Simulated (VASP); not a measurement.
# Ta2SiI2O (P4mm) in VASP: notebook, part 3 of 3

VASP 6.6.1. Earlier steps stand in the parts before.

## 4. Relaxation of cell and atoms, PBE

This run uses another cell than the first one, of 24.83 Å³/atom.

Input file INCAR:

```
  PREC = Accurate
  ENCUT = 600
  EDIFF = 1E-7
  ISMEAR = 0
  SIGMA = 0.1
  LREAL = F
  LASPH = T
  NELM = 80
  ALGO = Normal
  ISIF = 3
  LWAVE = F
  LCHARG = F
  GGA = PE
  IBRION = 2
  NSW = 100
  EDIFFG = -0.01
```

Input file KPOINTS:

```
Automatic mesh
0
Gamma
  8 8 4
```

Input file POSCAR:

```
Ta2SiI2O
1.0
    4.1128619020      0.0000000000      0.0000000000
    0.0000000000      4.1128619020      0.0000000000
    0.0000000000      0.0000000000      8.8054862693
Ta Si I O
2 1 2 1
Direct
    0.5000000000      0.0000000000      0.9446554094
    0.0000000000      0.5000000000      0.9446554094
    0.5000000000      0.5000000000      0.1204180465
    0.5000000000      0.5000000000      0.6873580978
    0.0000000000      0.0000000000      0.4177844778
    0.0000000000      0.0000000000      0.8851295091
```

Potentials or basis: VASP PAW PBE potentials, release 64 (Ta_pv, Si, I, O).

Started as:

```
$ cat potpaw_PBE.64/Ta_pv/POTCAR potpaw_PBE.64/Si/POTCAR potpaw_PBE.64/I/POTCAR potpaw_PBE.64/O/POTCAR > POTCAR
$ mpirun -np 1 vasp_std > vasp.out
```

OUTCAR:

```text
PREC = Accurate
   ENCUT = 600
   EDIFF = 1E-7
   ISMEAR = 0
   LREAL = F
   LASPH = T
   NELM = 80
   ISIF = 3
   GGA = PE
   IBRION = 2
   NSW = 100
   EDIFFG = -0.01

 ion  position               nearest neighbor table
   1  0.500  0.000  0.945-   6 2.12   6 2.12   3 2.57   3 2.57   2 2.91   2 2.91   2 2.91   2 2.91
                             4 3.06   4 3.06
   2  0.000  0.500  0.945-   6 2.12   6 2.12   3 2.57   3 2.57   1 2.91   1 2.91   1 2.91   1 2.91
                             4 3.06   4 3.06
   3  0.500  0.500  0.120-   1 2.57   2 2.57   1 2.57   2 2.57
   4  0.500  0.500  0.687-   1 3.06   2 3.06   1 3.06   2 3.06
   5  0.000  0.000  0.418-
   6  0.000  0.000  0.885-   1 2.12   2 2.12   2 2.12   1 2.12

  LATTYP: Found a simple tetragonal cell.
 ALAT       =     4.1128619020
 C/A-ratio  =     2.1409632706

  Lattice vectors:

 A1 = (   4.1128619020,   0.0000000000,   0.0000000000)
 A2 = (   0.0000000000,   4.1128619020,   0.0000000000)
 A3 = (   0.0000000000,   0.0000000000,   8.8054862693)

Analysis of symmetry for initial positions (statically):
=====================================================================
 Subroutine PRICEL returns:
 Original cell was already a primitive cell.

 Routine SETGRP: Setting up the symmetry group for a
 simple tetragonal supercell.

 Subroutine GETGRP returns: Found  8 space group operations
 (whereof  8 operations were pure point group operations)
 out of a pool of 16 trial point group operations.

The static configuration has the point symmetry C_4v.

Analysis of symmetry for dynamics (positions and initial velocities):
=====================================================================
 Subroutine PRICEL returns:
 Original cell was already a primitive cell.

 Routine SETGRP: Setting up the symmetry group for a
 simple tetragonal supercell.

 Subroutine GETGRP returns: Found  8 space group operations
 (whereof  8 operations were pure point group operations)
 out of a pool of 16 trial point group operations.

The dynamic configuration has the point symmetry C_4v.

 Subroutine INISYM returns: Found  8 space group operations
 (whereof  8 operations are pure point group operations),
 and found     1 'primitive' translations

----------------------------------------------------------------------------------------

                                     Primitive cell

  volume of cell :     148.9504

  direct lattice vectors                    reciprocal lattice vectors
     4.112861902  0.000000000  0.000000000     0.243139698  0.000000000  0.000000000
     0.000000000  4.112861902  0.000000000     0.000000000  0.243139698  0.000000000
     0.000000000  0.000000000  8.805486269     0.000000000  0.000000000  0.113565562

  length of vectors
     4.112861902  4.112861902  8.805486269     0.243139698  0.243139698  0.113565562

  position of ions in fractional coordinates (direct lattice)
     0.500000000  0.000000000  0.944655409
     0.000000000  0.500000000  0.944655409
     0.500000000  0.500000000  0.120418046
     0.500000000  0.500000000  0.687358098
     0.000000000  0.000000000  0.417784478
     0.000000000  0.000000000  0.885129509

  ion indices of the primitive-cell ions
   primitive index   ion index
                 1           1
                 2           2
                 3           3
[... 63 lines left out ...]
   NGX,Y,Z   is equivalent  to a cutoff of  14.55, 14.55, 13.22 a.u.
   NGXF,Y,Z  is equivalent  to a cutoff of  29.10, 29.10, 26.43 a.u.
 SYSTEM =  unknown system
   PREC   = accura    normal or accurate (medium, high low for compatibility)
   ISTART =      0    job   : 0-new  1-cont  2-samecut
   ICHARG =      2    charge: 1-file 2-atom 10-const
   ISPIN  =      1    spin polarized calculation?
   LNONCOLLINEAR =      F non collinear calculations
   LSORBIT =      F    spin-orbit coupling
   LASPH  =      T    aspherical Exc in radial PAW
   ENCUT  =  600.0 eV  44.10 Ry    6.64 a.u.   8.21  8.21 17.59*2*pi/ulx,y,z
   NELM   =     80;   NELMIN=  2; NELMDL= -5     # of ELM steps
   EDIFF  = 0.1E-06   stopping-criterion for ELM
   LREAL  =      F    real-space projection
   EDIFFG = -.1E-01   stopping-criterion for IOM
   NSW    =    100    number of steps for IOM
   IBRION =      2    ionic relax: 0-MD 1-quasi-New 2-CG
   NFREE  =      1    steps in history (QN), initial steepest desc. (CG)
   ISIF   =      3    stress and relaxation
   ISYM   =      2    0-nonsym 1-usesym 2-fastsym
   POTIM  = 0.5000    time-step for ionic-motion
   TEBEG  =    0.0;   TEEND  =   0.0 temperature during run
   PSTRESS=    0.0 pullay stress
   NELECT =      46.0000    total number of electrons
   NUPDOWN=      -1.0000    fix difference up-down
   EMIN   =  10.00;   EMAX   =-10.00  energy-range for DOS
   EFERMI =   0.00;   METHOD = LEGACY
   ISMEAR =     0;   SIGMA  =   0.10  broadening in eV -4-tet -1-fermi 0-gaus
   EFERMI_NEDOS =   21; number of points for ismear=-14 and -15
   IALGO  =     38    algorithm
   IMIX   =      4    mixing-type and parameters
     AMIX     =   0.40;   BMIX     =  1.00
     AMIX_MAG =   1.60;   BMIX_MAG =  1.00
  volume/ion in A,a.u.               =      24.83       167.53
  Fermi-wavevector in a.u.,A,eV,Ry     =   1.106573  2.091121 16.660399  1.224505
  Thomas-Fermi vector in A             =   2.243076
   LORBIT       =      0    0 simple, 1 ext, 2 COOP (PROOUT), +10 PAW based schemes
   GGA     = PE    functional components
   LHFCALC =     F    Hartree Fock is set to
   AEXX    =    0.0000 exact exchange contribution
   IVDW    =     0    specifies the selected vdW correction
   LEPSILON=     F    determine dielectric tensor
   LRPA    =     F    only Hartree local field effects (RPA)
 conjugate gradient relaxation of ions
 non-spin polarized calculation
 Gauss-broadening in eV      SIGMA  =   0.10
  energy-cutoff  :      600.00
  volume of cell :      148.95
 maximum number of plane-waves:      5008
 NGX is ok and might be reduce to    36
   NGX = 17   NGY = 17   NGZ = 35

--------------------------------------- Ionic step        1  -------------------------------------------

 number of electron      45.9999999 magnetization

 Free energy of the ion-electron system (eV)
  ---------------------------------------------------
  ext. energy  EPLUGINS =         0.00000000
  ---------------------------------------------------
  free energy    TOTEN  =       -39.74450158 eV

  energy without entropy =      -39.73225095  energy(sigma->0) =      -39.73837626

------------------------ aborting loop because EDIFF is reached ----------------------------------------

  FORCE on cell =-STRESS in cart. coord.  units (eV):
  Direction    XX          YY          ZZ          XY          YZ          ZX
  --------------------------------------------------------------------------------------
  -------------------------------------------------------------------------------------
  Total       -0.3143474     -0.3143474      0.0498528      0.0000000      0.0000000      0.0000000
  in kB       -3.3812619     -3.3812619      0.5362394      0.0000000      0.0000000      0.0000000
  external PRESSURE =      -2.0754281 kB  Pullay stress =       0.0000000 kB
[... 101 lines left out ...]
  FREE ENERGIE OF THE ION-ELECTRON SYSTEM (eV)
  ---------------------------------------------------
  free  energy   TOTEN  =       -39.7480365649 eV

  energy  without entropy=      -39.7355867919  energy(sigma->0) =      -39.74181168

 E-fermi :   4.3955     XC(G=0):  -9.5357

 val. band max:        4.3843844809   @ k =   0.1250   0.0000   0.0000
 cond. band min:       4.3972725155   @ k =   0.3750   0.0000   0.2500
 fundamental gap:      0.0128880346
 Fermi energy:         4.3955070811

 k-point     1 :       0.0000    0.0000    0.0000
  band No.  band energies     occupation
      1     -31.3192      2.00000
      2     -31.3192      2.00000
      3     -31.1233      2.00000
      4     -30.9525      2.00000
      5     -30.5859      2.00000
      6     -30.5859      2.00000
[... 709 lines left out ...]
     26       5.4328      0.00000
     27       6.0017      0.00000

 [... further k-points ...]

[... ionic steps 4 to 17 ...]

--------------------------------------- Ionic step       18  -------------------------------------------

 number of electron      45.9999997 magnetization

------------------------ aborting loop because EDIFF is reached ----------------------------------------
[... 75 lines left out ...]
--------------------------------------- Ionic step       20  -------------------------------------------

 number of electron      45.9999997 magnetization

 Free energy of the ion-electron system (eV)
  ---------------------------------------------------
  ext. energy  EPLUGINS =         0.00000000
  ---------------------------------------------------
  free energy    TOTEN  =       -39.75621452 eV

  energy without entropy =      -39.74362728  energy(sigma->0) =      -39.74992090

 E-fermi :   4.4755     XC(G=0):  -9.5820

 val. band max:        4.4706878102   @ k =   0.3750   0.0000   0.2500
 cond. band min:       4.4911592212   @ k =   0.2500   0.0000   0.0000
 fundamental gap:      0.0204714110
 Fermi energy:         4.4754898216

 k-point     1 :       0.0000    0.0000    0.0000
  band No.  band energies     occupation
      1     -31.2196      2.00000
      2     -31.2196      2.00000
      3     -31.0169      2.00000
      4     -30.8426      2.00000
      5     -30.4747      2.00000
      6     -30.4747      2.00000
[... 744 lines left out ...]
  FREE ENERGIE OF THE ION-ELECTRON SYSTEM (eV)
  ---------------------------------------------------
  free  energy   TOTEN  =       -39.7562145238 eV

  energy  without entropy=      -39.7436272846  energy(sigma->0) =      -39.74992090

 reached required accuracy - stopping structural energy minimisation
```

Wall time 86 min (1 thread of Intel Xeon 8259CL, shared host); peak memory 0.49 GiB.

What came out:

| Item | Value |
| --- | --- |
| Free energy | -39.7562 eV |
| Relaxed volume | 24.87 Å³/atom |
| Relaxed cell | a = 4.103 Å, b = 4.103 Å, c = 8.863 Å, α = 90.00°, β = 90.00°, γ = 90.00° |
| Space group after relaxing (to 0.1 Å) | P4mm (No. 99) |
| Energy gained by relaxing | 2.0 meV/atom |
| Ionic steps | 20 |
| Pressure after relaxing | 0.0 GPa |
| Largest force after relaxing | 0.006 eV/Å |
| Band gap on the k mesh | zero (bands 23 and 24 overlap by 0.47 eV) |

Forces on the atoms (eV/Å):
```
Ta   0.000  0.000 -0.003
Ta   0.000  0.000 -0.003
Si   0.000  0.000 -0.001
I    0.000  0.000 -0.001
I    0.000  0.000  0.006
O    0.000  0.000  0.002
```

Step by step:
| step | energy change (eV) | largest force (eV/Å) | pressure (GPa) | volume (Å³) |
| --- | --- | --- | --- | --- |
| 1 | 0.0000 | 0.1569 | -0.21 | 148.95 |
| 2 | -0.0035 | 0.1210 | 0.35 | 148.26 |
| 3 | -0.0035 | 0.1211 | 0.35 | 148.26 |
| 4 | -0.0051 | 0.1083 | -0.11 | 149.07 |
| 5 | -0.0051 | 0.1097 | -0.06 | 148.99 |
| 6 | -0.0064 | 0.0986 | -0.05 | 149.11 |
| 7 | -0.0092 | 0.0669 | -0.01 | 149.50 |
| 8 | -0.0102 | 0.0974 | 0.09 | 150.26 |
| 9 | -0.0106 | 0.0645 | 0.05 | 150.01 |
| 10 | -0.0105 | 0.0196 | -0.39 | 150.55 |
| 11 | -0.0108 | 0.0264 | -0.16 | 150.26 |
| 12 | -0.0114 | 0.0250 | -0.06 | 149.95 |
| 13 | -0.0115 | 0.0303 | 0.01 | 149.72 |
| 14 | -0.0115 | 0.0203 | -0.04 | 149.71 |
| 15 | -0.0115 | 0.0235 | -0.07 | 149.70 |
| 16 | -0.0116 | 0.0190 | -0.03 | 149.58 |
| 17 | -0.0116 | 0.0120 | 0.03 | 149.40 |
| 18 | -0.0117 | 0.0109 | 0.01 | 149.37 |
| 19 | -0.0117 | 0.0119 | -0.02 | 149.29 |
| 20 | -0.0117 | 0.0061 | 0.02 | 149.21 |

Final structure:
```yaml
crystal:
  lattice:
    - [4.10324, 0.00000, 0.00000]
    - [0.00000, 4.10324, 0.00000]
    - [0.00000, 0.00000, 8.86250]
  atoms:
    - { symbol: Ta, position: [0.50000, 0.00000, 0.94602] }
    - { symbol: Ta, position: [0.00000, 0.50000, 0.94602] }
    - { symbol: Si, position: [0.50000, 0.50000, 0.12299] }
    - { symbol: I, position: [0.50000, 0.50000, 0.69077] }
    - { symbol: I, position: [0.00000, 0.00000, 0.40485] }
    - { symbol: O, position: [0.00000, 0.00000, 0.88935] }
```

Levels at points of the mesh, in eV from the Fermi level:
| k point | band 20 | band 21 | band 22 | band 23 | band 24 | band 25 | band 26 | band 27 |
| --- | --- | --- | --- | --- | --- | --- | --- | --- |
| (0.00, 0.00, 0.00) | -1.78 | -0.80 | -0.02 | -0.02 | 0.08 | 1.41 | 2.18 | 2.18 |
| (0.50, 0.00, 0.00) | -1.49 | -0.51 | -0.51 | 0.04 | 0.27 | 0.31 | 0.72 | 1.73 |
| (0.50, 0.50, 0.00) | -1.87 | -1.16 | -0.50 | -0.50 | -0.41 | 0.05 | 1.97 | 2.47 |
| (0.00, 0.00, 0.50) | -1.64 | -0.91 | -0.23 | -0.23 | 0.09 | 1.01 | 2.18 | 2.18 |
| (0.50, 0.00, 0.50) | -1.12 | -0.94 | -0.52 | 0.06 | 0.32 | 0.36 | 0.83 | 1.64 |
| (0.50, 0.50, 0.50) | -1.66 | -1.30 | -0.39 | -0.27 | -0.27 | 0.14 | 1.97 | 2.47 |

Caveat: spin-orbit coupling is left out, which moves the levels of the heavy elements.

## 5. The runs side by side

```tsv
task	cell	cutoff (eV)	gap on the mesh (eV)	pressure (GPa)	largest force (eV/Å)
single point	a = 4.102, b = 4.102, c = 8.873 Å, 6 atoms, atomic positions A	520	none	0.1	0.01
single point	a = 4.101, b = 4.101, c = 8.881 Å, 6 atoms, atomic positions B	520	none	0.1	0.01
relaxation of cell and atoms	relaxed from a = 4.113, b = 4.113, c = 8.805 Å, 6 atoms, atomic positions C	600	none	0.0	0.01
```

Alike in all rows: level PBE; potentials or basis VASP PAW PBE potentials, release 64 (Ta_pv, Si, I, O); no spin polarisation; k mesh 8 × 8 × 4; smearing gaussian 0.1 eV.

Caveats: spin-orbit coupling is left out, which moves the levels of the heavy elements.

Absolute energies hang on the potentials; compare differences alone.

The gap in the log of VASP goes by the Fermi energy; the results here count the filled bands.